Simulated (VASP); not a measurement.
# Ge3PPt (I4mm) in VASP: single point with PBE

Aim: the single point of Ge3PPt with PBE.

All numbers are computed with VASP 6.6.1; they aren't measurements. Logs are shortened: lines on timing, memory, paths and dates and some standing lists are left out, and cuts for length are marked.

### Step 1. The cell of the first run

Symmetry: I4mm, No. 107, tetragonal system. Conventional cell: a = 4.199 Å, b = 4.199 Å, c = 9.417 Å, α = 90.00°, β = 90.00°, γ = 90.00°. P (site symmetry 4mm) has 13 Ge at 3.11 to 3.77 Å and 5 Pt at 3.28 to 3.32 Å and 4 P at 4.20 Å within 4.2 Å. Within 3.1 Å of Pt (site symmetry 4mm) lie 5 Ge at 2.32 to 2.33 Å. Within 3.2 Å of Ge (site symmetry 4mm) lie 1 Pt at 2.33 Å and 4 Ge at 2.51 Å and 4 P at 3.11 Å. Within 3.2 Å of Ge (site symmetry 2mm) lie 2 Pt at 2.32 Å and 6 Ge at 2.51 to 2.97 Å and 4 P at 3.13 to 3.18 Å.

### Step 2. Single point, PBE

Contents of INCAR:

```
SYSTEM = Ge3PPt
  PREC = Accurate
  ENCUT = 570
  EDIFF = 1E-6
  ISMEAR = -5
  SIGMA = 0.1
  LREAL = .FALSE.
  LASPH = .TRUE.
  NELM = 120
  ALGO = Normal
  ISIF = 2
  LWAVE = .FALSE.
  LCHARG = .TRUE.
  GGA = PE
  LELF = .TRUE.
  LVHAR = .TRUE.
  NBANDS = 40
  GGA_COMPAT = .FALSE.
```

Contents of KPOINTS:

```
regular mesh
0
G
  5 5 5
  0 0 0
```

Contents of POSCAR:

```
Ge3PPt
1.0
    0.0000000000      4.1994450000      0.0000000000
    4.1994450000      0.0000000000      0.0000000000
    2.0997230000      2.0997230000     -4.7087330000
P Pt Ge
1 1 3
Direct
    0.0000000000      0.0000000000      0.0000000000
    0.6479000000      0.6479000000      0.7042000000
    0.4004000000      0.4004000000      0.1992000000
    0.7537000000      0.2537000000      0.4926000000
    0.2537000000      0.7537000000      0.4926000000
```

Potentials or basis: VASP PAW PBE potentials, release 64 (P, Pt_sv_GW, Ge_d).

Started as:

```
$ cat potpaw_PBE.64/P/POTCAR potpaw_PBE.64/Pt_sv_GW/POTCAR potpaw_PBE.64/Ge_d/POTCAR > POTCAR
$ mpirun -np 1 vasp_std > vasp.out
```

OUTCAR:

```text
SYSTEM = Ge3PPt
   PREC = Accurate
   ENCUT = 570
   EDIFF = 1E-6
   ISMEAR = -5
   LREAL = .FALSE.
   LASPH = .TRUE.
   NELM = 120
   ISIF = 2
   GGA = PE

 ion  position               nearest neighbor table
   1  0.000  0.000  0.000-
   2  0.648  0.648  0.704-   5 2.32   4 2.32   4 2.32   5 2.32   3 2.33
   3  0.400  0.400  0.199-   2 2.33   5 2.51   4 2.51   4 2.51   5 2.51
   4  0.754  0.254  0.493-   2 2.32   2 2.32   3 2.51   3 2.51
   5  0.254  0.754  0.493-   2 2.32   2 2.32   3 2.51   3 2.51

  LATTYP: Found a body centered tetragonal cell.
 ALAT       =     4.1994450000
 C/A-ratio  =     2.2425501465

  Lattice vectors:

 A1 = (  -2.0997230000,   2.0997220000,   4.7087330000)
 A2 = (   2.0997220000,  -2.0997230000,   4.7087330000)
 A3 = (   2.0997230000,   2.0997230000,  -4.7087330000)

Analysis of symmetry for initial positions (statically):
=====================================================================
 Subroutine PRICEL returns:
 Original cell was already a primitive cell.

 Routine SETGRP: Setting up the symmetry group for a
 body centered tetragonal supercell.

 Subroutine GETGRP returns: Found  8 space group operations
 (whereof  8 operations were pure point group operations)
 out of a pool of 16 trial point group operations.

The static configuration has the point symmetry C_4v.

Analysis of symmetry for dynamics (positions and initial velocities):
=====================================================================
 Subroutine PRICEL returns:
 Original cell was already a primitive cell.

 Routine SETGRP: Setting up the symmetry group for a
 body centered tetragonal supercell.

 Subroutine GETGRP returns: Found  8 space group operations
 (whereof  8 operations were pure point group operations)
 out of a pool of 16 trial point group operations.

The dynamic configuration has the point symmetry C_4v.

 Subroutine INISYM returns: Found  8 space group operations
 (whereof  8 operations are pure point group operations),
 and found     1 'primitive' translations

----------------------------------------------------------------------------------------

                                     Primitive cell

  volume of cell :      83.0401

  direct lattice vectors                    reciprocal lattice vectors
     0.000000000  4.199445000  0.000000000     0.000000000  0.238126705  0.106185702
     4.199445000  0.000000000  0.000000000     0.238126705  0.000000000  0.106185702
     2.099723000  2.099723000 -4.708733000     0.000000000  0.000000000 -0.212371353

  length of vectors
     4.199445000  4.199445000  5.566851877     0.260729229  0.260729229  0.212371353

  position of ions in fractional coordinates (direct lattice)
     0.000000000  0.000000000  0.000000000
     0.647900000  0.647900000  0.704200000
     0.400400000  0.400400000  0.199200000
     0.753700000  0.253700000  0.492600000
     0.253700000  0.753700000  0.492600000

  ion indices of the primitive-cell ions
   primitive index   ion index
                 1           1
                 2           2
                 3           3
                 4           4
                 5           5

----------------------------------------------------------------------------------------

 KPOINTS: regular mesh

Automatic generation of k-mesh.
 Grid dimensions read from file:
 generate k-points for:    5    5    5

 Generating k-lattice:

  Cartesian coordinates                     Fractional coordinates (reciprocal lattice)
     0.000000000  0.047625341  0.021237140     0.200000000  0.000000000 -0.000000000
     0.047625341  0.000000000  0.021237140     0.000000000  0.200000000 -0.000000000
     0.000000000  0.000000000 -0.042474271     0.000000000  0.000000000  0.200000000

  Length of vectors
     0.052145846  0.052145846  0.042474271

  Shift w.r.t. Gamma in fractional coordinates (k-lattice)
     0.000000000  0.000000000  0.000000000

 TETIRR: Found    299 inequivalent tetrahedra from      750

 Subroutine IBZKPT returns following result:
 ===========================================

 Found     18 irreducible k-points:

 Following reciprocal coordinates:
            Coordinates               Weight
  0.000000  0.000000  0.000000      1.000000
  0.200000  0.000000  0.000000      8.000000
  0.400000  0.000000  0.000000      8.000000
  0.200000  0.200000  0.000000      8.000000
  0.400000  0.200000  0.000000     16.000000
 -0.400000  0.200000 -0.000000     16.000000
[... 10 lines left out ...]
  0.000000  0.000000  0.400000      2.000000
 -0.200000  0.000000  0.400000      4.000000
   k-points           NKPTS =     18   k-points in BZ     NKDIM =     18   number of bands    NBANDS=     40
   number of dos      NEDOS =    301   number of ions     NIONS =      5
   total plane-waves  NPLWV =  62208
   dimension x,y,z NGX =    36 NGY =   36 NGZ =   48
   dimension x,y,z NGXF=    72 NGYF=   72 NGZF=   96
   ions per type =               1   1   3
   NGX,Y,Z   is equivalent  to a cutoff of  14.25, 14.25, 14.33 a.u.
   NGXF,Y,Z  is equivalent  to a cutoff of  28.50, 28.50, 28.67 a.u.
 SYSTEM =  Ge3PPt
   PREC   = accura    normal or accurate (medium, high low for compatibility)
   ISTART =      0    job   : 0-new  1-cont  2-samecut
   ICHARG =      2    charge: 1-file 2-atom 10-const
   ISPIN  =      1    spin polarized calculation?
   LNONCOLLINEAR =      F non collinear calculations
   LSORBIT =      F    spin-orbit coupling
   LASPH  =      T    aspherical Exc in radial PAW
   ENCUT  =  570.0 eV  41.89 Ry    6.47 a.u.   8.17  8.17 10.84*2*pi/ulx,y,z
   NELM   =    120;   NELMIN=  2; NELMDL= -5     # of ELM steps
   EDIFF  = 0.1E-05   stopping-criterion for ELM
   LREAL  =      F    real-space projection
   EDIFFG = 0.1E-04   stopping-criterion for IOM
   NSW    =      0    number of steps for IOM
   IBRION =     -1    ionic relax: 0-MD 1-quasi-New 2-CG
   NFREE  =      0    steps in history (QN), initial steepest desc. (CG)
   ISIF   =      2    stress and relaxation
   ISYM   =      2    0-nonsym 1-usesym 2-fastsym
   POTIM  = 0.5000    time-step for ionic-motion
   TEBEG  =    0.0;   TEEND  =   0.0 temperature during run
   PSTRESS=    0.0 pullay stress
   NELECT =      65.0000    total number of electrons
   NUPDOWN=      -1.0000    fix difference up-down
   EMIN   =  10.00;   EMAX   =-10.00  energy-range for DOS
   EFERMI =   0.00;   METHOD = LEGACY
   ISMEAR =    -5;   SIGMA  =   0.10  broadening in eV -4-tet -1-fermi 0-gaus
   EFERMI_NEDOS =   21; number of points for ismear=-14 and -15
   IALGO  =     38    algorithm
   IMIX   =      4    mixing-type and parameters
     AMIX     =   0.40;   BMIX     =  1.00
     AMIX_MAG =   1.60;   BMIX_MAG =  1.00
  volume/ion in A,a.u.               =      16.61       112.08
  Fermi-wavevector in a.u.,A,eV,Ry     =   1.508748  2.851120 30.971215  2.276320
  Thomas-Fermi vector in A             =   2.619161
   LORBIT       =      0    0 simple, 1 ext, 2 COOP (PROOUT), +10 PAW based schemes
   GGA     = PE    functional components
   LHFCALC =     F    Hartree Fock is set to
   AEXX    =    0.0000 exact exchange contribution
   IVDW    =     0    specifies the selected vdW correction
   LEPSILON=     F    determine dielectric tensor
   LRPA    =     F    only Hartree local field effects (RPA)
 non-spin polarized calculation
 Fermi weights with tetrahedron method with Bloechl corrections
  energy-cutoff  :      570.00
  volume of cell :       83.04
 maximum number of plane-waves:      2594
 NGX is ok and might be reduce to    36
   NGX = 17   NGY = 17   NGZ = 21

 number of electron      64.9999998 magnetization

 Free energy of the ion-electron system (eV)
  ---------------------------------------------------
  ext. energy  EPLUGINS =         0.00000000
  ---------------------------------------------------
  free energy    TOTEN  =       -21.96073958 eV

  energy without entropy =      -21.96073958  energy(sigma->0) =      -21.96073958

 E-fermi :   8.3946     XC(G=0): -11.8906

 val. band max:        8.3543235515   @ k =   0.4000   0.4000   0.2000
 cond. band min:       8.4389240909   @ k =  -0.2000   0.0000   0.2000
 fundamental gap:      0.0846005394
 Fermi energy:         8.3946165471

 k-point     1 :       0.0000    0.0000    0.0000
  band No.  band energies     occupation
      1     -91.1594      2.00000
      2     -45.3958      2.00000
      3     -45.3922      2.00000
      4     -45.3922      2.00000
      5     -16.7135      2.00000
      6     -16.6931      2.00000
[... 32 lines left out ...]
     39      15.7621      0.00000
     40      15.7647      0.00000

 k-point     2 :       0.2000    0.0000    0.0000
  band No.  band energies     occupation
      1     -91.1590      2.00000
      2     -45.3955      2.00000
      3     -45.3926      2.00000
      4     -45.3918      2.00000
      5     -16.6974      2.00000
      6     -16.6973      2.00000
[... 32 lines left out ...]
     39      14.6617      0.00000
     40      14.6792      0.00000

 k-point     3 :       0.4000    0.0000    0.0000
  band No.  band energies     occupation
      1     -91.1591      2.00000
      2     -45.3952      2.00000
      3     -45.3939      2.00000
      4     -45.3919      2.00000
      5     -16.6923      2.00000
      6     -16.6734      2.00000
[... 32 lines left out ...]
     39      13.2351      0.00000
     40      14.4312      0.00000

 k-point     4 :       0.2000    0.2000    0.0000
  band No.  band energies     occupation
      1     -91.1592      2.00000
      2     -45.3955      2.00000
      3     -45.3928      2.00000
      4     -45.3926      2.00000
      5     -16.7040      2.00000
      6     -16.6804      2.00000
[... 32 lines left out ...]
     39      13.8378      0.00000
     40      14.3065      0.00000
[... 514 lines left out ...]
     39      13.5817      0.00000
     40      14.6955      0.00000

 k-point    17 :       0.0000    0.0000    0.4000
  band No.  band energies     occupation
      1     -91.1593      2.00000
      2     -45.3959      2.00000
      3     -45.3920      2.00000
      4     -45.3920      2.00000
      5     -16.7129      2.00000
      6     -16.6978      2.00000
[... 32 lines left out ...]
     39      13.0006      0.00000
     40      13.0006      0.00000

 k-point    18 :      -0.2000    0.0000    0.4000
  band No.  band energies     occupation
      1     -91.1595      2.00000
      2     -45.3958      2.00000
      3     -45.3928      2.00000
      4     -45.3922      2.00000
      5     -16.7015      2.00000
      6     -16.6967      2.00000
[... 32 lines left out ...]
     39      12.5855      0.00000
     40      13.0656      0.00000

------------------------ aborting loop because EDIFF is reached ----------------------------------------

  FORCE on cell =-STRESS in cart. coord.  units (eV):
  Direction    XX          YY          ZZ          XY          YZ          ZX
  --------------------------------------------------------------------------------------
  -------------------------------------------------------------------------------------
  Total       11.9822036     11.9822036     13.3142264      0.0000000     -0.0000014     -0.0000014
  in kB      231.1848736    231.1848736    256.8849493      0.0000000     -0.0000273     -0.0000273
  external PRESSURE =     239.7515655 kB  Pullay stress =       0.0000000 kB

 VOLUME and BASIS-vectors are now :
 -----------------------------------------------------------------------------
  energy-cutoff  :      570.00
  volume of cell :       83.04
      direct lattice vectors                 reciprocal lattice vectors
     0.000000000  4.199445000  0.000000000     0.000000000  0.238126705  0.106185702
     4.199445000  0.000000000  0.000000000     0.238126705  0.000000000  0.106185702
     2.099723000  2.099723000 -4.708733000     0.000000000  0.000000000 -0.212371353

 POSITION                                       TOTAL-FORCE (eV/Angst)
 -----------------------------------------------------------------------------------
      0.00000      0.00000      0.00000        -0.000000     -0.000000      0.463350
      4.19945      4.19945     -3.31589         0.000000      0.000000     -3.133579
      2.09972      2.09972     -0.93798        -0.000000     -0.000000      0.453734
      2.09972      4.19945     -2.31952        -0.000000     -0.000000      1.108248
      4.19945      2.09972     -2.31952        -0.000000     -0.000000      1.108248
 -----------------------------------------------------------------------------------
    total drift:                               -0.000035     -0.000035      0.000968

  FREE ENERGIE OF THE ION-ELECTRON SYSTEM (eV)
  ---------------------------------------------------
  free  energy   TOTEN  =       -21.9607395771 eV

  energy  without entropy=      -21.9607395771  energy(sigma->0) =      -21.96073958
```

Wall time 2.5 min (1 thread of Intel Xeon Platinum 8375C at 2.90GHz (Ice Lake), shared host); peak memory 0.27 GiB.

Results:

| Item | Value |
| --- | --- |
| Free energy | -21.9607 eV |
| Pressure | 24.0 GPa |
| Largest force | 3.134 eV/Å |
| Band gap on the k mesh | zero (an odd number of electrons rules out a gap without spin polarisation) |

Forces on the atoms (eV/Å):
```
P    0.000  0.000  0.463
Pt   0.000  0.000 -3.134
Ge   0.000  0.000  0.454
Ge   0.000  0.000  1.108
Ge   0.000  0.000  1.108
```

Caveat: the cell stands under pressure; spin-orbit coupling is left out, which moves the levels of the heavy elements; an odd number of electrons without spin polarisation forces a metal; a magnetic or distorted state may lie lower; tetrahedron occupations give inexact forces and stress in metals.

The gap in the log of VASP goes by the Fermi energy; the results here count the filled bands.